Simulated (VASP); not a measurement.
# K4InP2 (R-3m) in VASP: further runs

K4InP2 is run at these levels: PBEsol; tasks: relaxation of cell and atoms.

Everything below comes from runs of VASP 6.6.1. Logs are shortened: lines on timing, memory, paths and dates and some standing lists are left out, and cuts for length are marked.

## Step 1: The cell of the first run

The structure is trigonal, space group R-3m (No. 166). The conventional cell has a = 5.668 Å, b = 5.668 Å, c = 26.961 Å, α = 90.00°, β = 90.00°, γ = 120.00°. Within 4.5 Å of K (site symmetry 3m) lie 3 P at 3.39 Å and 3 In at 3.60 Å and 6 K at 3.77 to 4.44 Å. K (site symmetry 3m) has 4 P at 3.23 to 3.42 Å and 6 K at 3.77 to 3.96 Å within 4.2 Å. In (site symmetry -3m) has 2 P at 2.38 Å within 3.1 Å. P (site symmetry 3m) has 1 In at 2.38 Å within 3.1 Å.

## Step 2: Relaxation of cell and atoms, PBEsol

The input, INCAR:

```
SYSTEM = K4InP2
PREC = Accurate
ENCUT = 600
EDIFF = 1E-6
ISMEAR = 0
SIGMA = 0.0139
LREAL = .FALSE.
LASPH = .TRUE.
NELM = 100
ALGO = Normal
ISIF = 3
LWAVE = .FALSE.
LCHARG = .FALSE.
GGA = PS
IBRION = 2
NSW = 60
EDIFFG = -0.01
```

The input, KPOINTS:

```
regular mesh
0
G
  4 4 4
  0 0 0
```

The input, POSCAR:

```
K4InP2
1.0
    2.8337970000      4.9082800000      0.0000000000
   -2.8337970000      4.9082800000      0.0000000000
    0.0000000000     -3.2721830000      8.9869290000
K In P
4 1 2
Direct
    0.3891000000      0.3891000000      0.1673000000
    0.6109000000      0.6109000000      0.8327000000
    0.2080000000      0.2080000000      0.6240000000
    0.7920000000      0.7920000000      0.3760000000
    0.0000000000      0.0000000000      0.0000000000
    0.0883000000      0.0883000000      0.2649000000
    0.9117000000      0.9117000000      0.7351000000
```

Potentials or basis: VASP PAW PBE potentials, release 64 (K_sv, In_d, P).

Started as:

```bash
> cat potpaw_PBE.64/K_sv/POTCAR potpaw_PBE.64/In_d/POTCAR potpaw_PBE.64/P/POTCAR > POTCAR
> mpirun -np 1 vasp_std > vasp.out
```

OUTCAR:

```text
SYSTEM = K4InP2
   PREC = Accurate
   ENCUT = 600
   EDIFF = 1E-6
   ISMEAR = 0
   LREAL = .FALSE.
   LASPH = .TRUE.
   NELM = 100
   ISIF = 3
   GGA = PS
   IBRION = 2
   NSW = 60
   EDIFFG = -0.01

 ion  position               nearest neighbor table
   1  0.389  0.389  0.167-   5 3.60   5 3.60   5 3.60   4 3.77   4 3.77   4 3.77
   2  0.611  0.611  0.833-   5 3.60   5 3.60   5 3.60   3 3.77   3 3.77   3 3.77
   3  0.208  0.208  0.624-   6 3.23   2 3.77   2 3.77   2 3.77
   4  0.792  0.792  0.376-   7 3.23   1 3.77   1 3.77   1 3.77
   5  0.000  0.000  0.000-   6 2.38   7 2.38   2 3.60   2 3.60   1 3.60   1 3.60   1 3.60   2 3.60

   6  0.088  0.088  0.265-   5 2.38   3 3.23
   7  0.912  0.912  0.735-   5 2.38   4 3.23

  LATTYP: Found a trigonal (rhomboedric) cell.
 ALAT       =     9.5641053780
 COS(alpha) =     0.8244184815

  Lattice vectors:

 A1 = (  -2.8337970000,   1.6360970000,   8.9869290000)
 A2 = (   0.0000000000,  -3.2721830000,   8.9869290000)
 A3 = (   2.8337970000,   1.6360970000,   8.9869290000)

Analysis of symmetry for initial positions (statically):
=====================================================================
 Subroutine PRICEL returns:
 Original cell was already a primitive cell.

 Routine SETGRP: Setting up the symmetry group for a
 trigonal (rhombohedral) supercell.

 Subroutine GETGRP returns: Found 12 space group operations
 (whereof 12 operations were pure point group operations)
 out of a pool of 12 trial point group operations.

The static configuration has the point symmetry D_3d.

Analysis of symmetry for dynamics (positions and initial velocities):
=====================================================================
 Subroutine PRICEL returns:
 Original cell was already a primitive cell.

 Routine SETGRP: Setting up the symmetry group for a
 trigonal (rhombohedral) supercell.

 Subroutine GETGRP returns: Found 12 space group operations
 (whereof 12 operations were pure point group operations)
 out of a pool of 12 trial point group operations.

The dynamic configuration has the point symmetry D_3d.

 Subroutine INISYM returns: Found 12 space group operations
 (whereof 12 operations are pure point group operations),
 and found     1 'primitive' translations

----------------------------------------------------------------------------------------

                                     Primitive cell

  volume of cell :     249.9996

  direct lattice vectors                    reciprocal lattice vectors
     2.833797000  4.908280000  0.000000000     0.176441714  0.101868679  0.037090864
    -2.833797000  4.908280000  0.000000000    -0.176441714  0.101868679  0.037090864
     0.000000000 -3.272183000  8.986929000     0.000000000  0.000000000  0.111272716

  length of vectors
     5.667593669  5.667593669  9.564103431     0.207086065  0.207086065  0.111272716

  position of ions in fractional coordinates (direct lattice)
     0.389100000  0.389100000  0.167300000
     0.610900000  0.610900000  0.832700000
     0.208000000  0.208000000  0.624000000
     0.792000000  0.792000000  0.376000000
     0.000000000  0.000000000  0.000000000
     0.088300000  0.088300000  0.264900000
     0.911700000  0.911700000  0.735100000

  ion indices of the primitive-cell ions
   primitive index   ion index
                 1           1
                 2           2
                 3           3
                 4           4
                 5           5
                 6           6
                 7           7

----------------------------------------------------------------------------------------

 KPOINTS: regular mesh

Automatic generation of k-mesh.
 Grid dimensions read from file:
 generate k-points for:    4    4    4

 Generating k-lattice:

  Cartesian coordinates                     Fractional coordinates (reciprocal lattice)
     0.044110429  0.025467170  0.009272716     0.250000000 -0.000000000  0.000000000
    -0.044110429  0.025467170  0.009272716    -0.000000000  0.250000000  0.000000000
     0.000000000  0.000000000  0.027818179     0.000000000  0.000000000  0.250000000

  Length of vectors
     0.051771516  0.051771516  0.027818179

  Shift w.r.t. Gamma in fractional coordinates (k-lattice)
     0.000000000  0.000000000  0.000000000

 Subroutine IBZKPT returns following result:
 ===========================================

 Found     13 irreducible k-points:

 Following reciprocal coordinates:
            Coordinates               Weight
  0.000000  0.000000  0.000000      1.000000
  0.250000  0.000000 -0.000000      6.000000
  0.500000  0.000000 -0.000000      3.000000
  0.250000  0.250000 -0.000000      6.000000
  0.500000  0.250000 -0.000000     12.000000
 -0.250000  0.250000  0.000000      6.000000
  0.500000  0.500000 -0.000000      3.000000
  0.000000  0.000000  0.250000      2.000000
  0.250000  0.000000  0.250000      6.000000
  0.500000  0.000000  0.250000      6.000000
  0.250000  0.250000  0.250000      6.000000
  0.500000  0.250000  0.250000      6.000000
  0.000000  0.000000  0.500000      1.000000
   k-points           NKPTS =     13   k-points in BZ     NKDIM =     13   number of bands    NBANDS=     35
   number of dos      NEDOS =    301   number of ions     NIONS =      7
   total plane-waves  NPLWV = 184320
   dimension x,y,z NGX =    48 NGY =   48 NGZ =   80
   dimension x,y,z NGXF=    96 NGYF=   96 NGZF=  160
   ions per type =               4   1   2
   NGX,Y,Z   is equivalent  to a cutoff of  14.08, 14.08, 13.91 a.u.
   NGXF,Y,Z  is equivalent  to a cutoff of  28.16, 28.16, 27.81 a.u.
 SYSTEM =  K4InP2
   PREC   = accura    normal or accurate (medium, high low for compatibility)
   ISTART =      0    job   : 0-new  1-cont  2-samecut
   ICHARG =      2    charge: 1-file 2-atom 10-const
   ISPIN  =      1    spin polarized calculation?
   LNONCOLLINEAR =      F non collinear calculations
   LSORBIT =      F    spin-orbit coupling
   LASPH  =      T    aspherical Exc in radial PAW
   ENCUT  =  600.0 eV  44.10 Ry    6.64 a.u.  11.32 11.32 19.10*2*pi/ulx,y,z
   NELM   =    100;   NELMIN=  2; NELMDL= -5     # of ELM steps
   EDIFF  = 0.1E-05   stopping-criterion for ELM
   LREAL  =      F    real-space projection
   EDIFFG = -.1E-01   stopping-criterion for IOM
   NSW    =     60    number of steps for IOM
   IBRION =      2    ionic relax: 0-MD 1-quasi-New 2-CG
   NFREE  =      1    steps in history (QN), initial steepest desc. (CG)
   ISIF   =      3    stress and relaxation
   ISYM   =      2    0-nonsym 1-usesym 2-fastsym
   POTIM  = 0.5000    time-step for ionic-motion
   TEBEG  =    0.0;   TEEND  =   0.0 temperature during run
   PSTRESS=    0.0 pullay stress
   NELECT =      59.0000    total number of electrons
   NUPDOWN=      -1.0000    fix difference up-down
   EMIN   =  10.00;   EMAX   =-10.00  energy-range for DOS
   EFERMI =   0.00;   METHOD = LEGACY
   ISMEAR =     0;   SIGMA  =   0.01  broadening in eV -4-tet -1-fermi 0-gaus
   EFERMI_NEDOS =   21; number of points for ismear=-14 and -15
   IALGO  =     38    algorithm
   IMIX   =      4    mixing-type and parameters
     AMIX     =   0.40;   BMIX     =  1.00
     AMIX_MAG =   1.60;   BMIX_MAG =  1.00
  volume/ion in A,a.u.               =      35.71       241.01
  Fermi-wavevector in a.u.,A,eV,Ry     =   1.011686  1.911809 13.925678  1.023508
  Thomas-Fermi vector in A             =   2.144750
   LORBIT       =      0    0 simple, 1 ext, 2 COOP (PROOUT), +10 PAW based schemes
   GGA     = PS    functional components
   LHFCALC =     F    Hartree Fock is set to
   AEXX    =    0.0000 exact exchange contribution
   IVDW    =     0    specifies the selected vdW correction
   LEPSILON=     F    determine dielectric tensor
   LRPA    =     F    only Hartree local field effects (RPA)
 conjugate gradient relaxation of ions
 non-spin polarized calculation
 Gauss-broadening in eV      SIGMA  =   0.01
  energy-cutoff  :      600.00
  volume of cell :      250.00
 maximum number of plane-waves:      8372
 NGX is ok and might be reduce to    48
   NGX = 23   NGY = 23   NGZ = 39

--------------------------------------- Ionic step        1  -------------------------------------------

 number of electron      59.0000005 magnetization

 Free energy of the ion-electron system (eV)
  ---------------------------------------------------
  ext. energy  EPLUGINS =         0.00000000
  ---------------------------------------------------
  free energy    TOTEN  =       -20.60989795 eV

  energy without entropy =      -20.60820742  energy(sigma->0) =      -20.60905268

------------------------ aborting loop because EDIFF is reached ----------------------------------------

  FORCE on cell =-STRESS in cart. coord.  units (eV):
  Direction    XX          YY          ZZ          XY          YZ          ZX
  --------------------------------------------------------------------------------------
  -------------------------------------------------------------------------------------
  Total        0.1928432      0.1928432      1.7077755     -0.0000000      0.0000007      0.0000000
  in kB        1.2358781      1.2358779     10.9446527     -0.0000000      0.0000045      0.0000000
  external PRESSURE =       4.4721362 kB  Pullay stress =       0.0000000 kB
[... 104 lines left out ...]
  FREE ENERGIE OF THE ION-ELECTRON SYSTEM (eV)
  ---------------------------------------------------
  free  energy   TOTEN  =       -20.6249226369 eV

  energy  without entropy=      -20.6227302840  energy(sigma->0) =      -20.62382646

[... ionic steps 4 to 16 ...]

--------------------------------------- Ionic step       17  -------------------------------------------

 number of electron      59.0000002 magnetization

------------------------ aborting loop because EDIFF is reached ----------------------------------------

  FORCE on cell =-STRESS in cart. coord.  units (eV):
  Direction    XX          YY          ZZ          XY          YZ          ZX
  --------------------------------------------------------------------------------------
  -------------------------------------------------------------------------------------
  Total       -0.0547297     -0.0547296      0.0283646     -0.0000000      0.0000000      0.0000000
  in kB       -0.3435185     -0.3435185      0.1780345     -0.0000000      0.0000001      0.0000000
  external PRESSURE =      -0.1696675 kB  Pullay stress =       0.0000000 kB
[... 67 lines left out ...]
  energy  without entropy=      -20.6568725365  energy(sigma->0) =      -20.65734002

--------------------------------------- Ionic step       19  -------------------------------------------

 number of electron      59.0000002 magnetization

 Free energy of the ion-electron system (eV)
  ---------------------------------------------------
  ext. energy  EPLUGINS =         0.00000000
  ---------------------------------------------------
  free energy    TOTEN  =       -20.65784959 eV

  energy without entropy =      -20.65690552  energy(sigma->0) =      -20.65737755

 E-fermi :   2.2679     XC(G=0):  -7.6109

 val. band max:        2.2406342017   @ k =   0.2500   0.2500  -0.0000
 cond. band min:       2.2774008412   @ k =   0.5000   0.2500  -0.0000
 fundamental gap:      0.0367666396
 Fermi energy:         2.2679333999

 k-point     1 :       0.0000    0.0000    0.0000
  band No.  band energies     occupation
      1     -29.2762      2.00000
      2     -29.2687      2.00000
      3     -29.2311      2.00000
      4     -29.2210      2.00000
      5     -13.2854      2.00000
      6     -13.0785      2.00000
[... 517 lines left out ...]
  FREE ENERGIE OF THE ION-ELECTRON SYSTEM (eV)
  ---------------------------------------------------
  free  energy   TOTEN  =       -20.6578495876 eV

  energy  without entropy=      -20.6569055173  energy(sigma->0) =      -20.65737755

 reached required accuracy - stopping structural energy minimisation
```

Run time: 26 min. Hardware: 1 thread of Intel Xeon Platinum 8375C at 2.90GHz (Ice Lake), shared host; peak memory 0.55 GiB.

Results:

| Item | Value |
| --- | --- |
| Free energy | -20.6578 eV |
| Relaxed volume | 36.37 Å³/atom |
| Relaxed cell | a = 5.700 Å, b = 5.700 Å, c = 9.629 Å, α = 107.21°, β = 107.21°, γ = 60.00° |
| Space group after relaxing (to 0.1 Å) | R-3m (No. 166) |
| Energy gained by relaxing | 6.9 meV/atom |
| Ionic steps | 19 |
| Pressure after relaxing | 0.0 GPa |
| Largest force after relaxing | 0.010 eV/Å |
| Band gap on the k mesh | zero (an odd number of electrons rules out a gap without spin polarisation) |

Forces on the atoms (eV/Å):
```
K    0.000  0.000  0.010
K    0.000  0.000 -0.010
K    0.000  0.000  0.007
K    0.000  0.000 -0.007
In   0.000  0.000  0.000
P    0.000  0.000  0.001
P    0.000  0.000 -0.001
```

The path:
```tsv
step	energy change (eV)	largest force (eV/Å)	pressure (GPa)	volume (Å³)
1	0.0000	0.3003	0.45	250.00
2	-0.0150	0.1634	0.01	253.61
3	-0.0150	0.1616	0.01	253.53
4	-0.0183	0.1545	0.01	254.03
5	-0.0270	0.1340	-0.02	255.53
6	-0.0375	0.0806	-0.17	258.55
7	-0.0387	0.0552	-0.25	260.05
8	-0.0428	0.1157	-0.01	257.01
9	-0.0429	0.1403	0.04	256.24
10	-0.0456	0.0309	0.05	254.51
11	-0.0456	0.0272	0.04	254.45
12	-0.0465	0.0178	0.01	254.84
13	-0.0473	0.0160	-0.04	255.36
14	-0.0471	0.0563	-0.13	256.39
15	-0.0475	0.0290	-0.08	255.77
16	-0.0478	0.0227	0.01	255.02
17	-0.0478	0.0137	-0.02	255.26
18	-0.0479	0.0112	0.00	254.95
19	-0.0480	0.0096	0.02	254.59
```

Final structure:
```yaml
crystal:
  lattice:
    - [2.84980, 4.93600, 0.00000]
    - [-2.84980, 4.93600, 0.00000]
    - [0.00000, -3.29067, 9.04946]
  atoms:
    - { symbol: K, position: [0.39598, 0.39598, 0.18794] }
    - { symbol: K, position: [0.60402, 0.60402, 0.81206] }
    - { symbol: K, position: [0.20957, 0.20957, 0.62871] }
    - { symbol: K, position: [0.79043, 0.79043, 0.37129] }
    - { symbol: In, position: [0.00000, 0.00000, 0.00000] }
    - { symbol: P, position: [0.08913, 0.08913, 0.26738] }
    - { symbol: P, position: [0.91087, 0.91087, 0.73262] }
```

Caveat: the PAW data sets were made with another functional, which shifts forces and pressure a little; spin-orbit coupling is left out, which moves the levels of the heavy elements.

[end of part 1 of 2]

The gap in the log of VASP goes by the Fermi energy; the results here count the filled bands.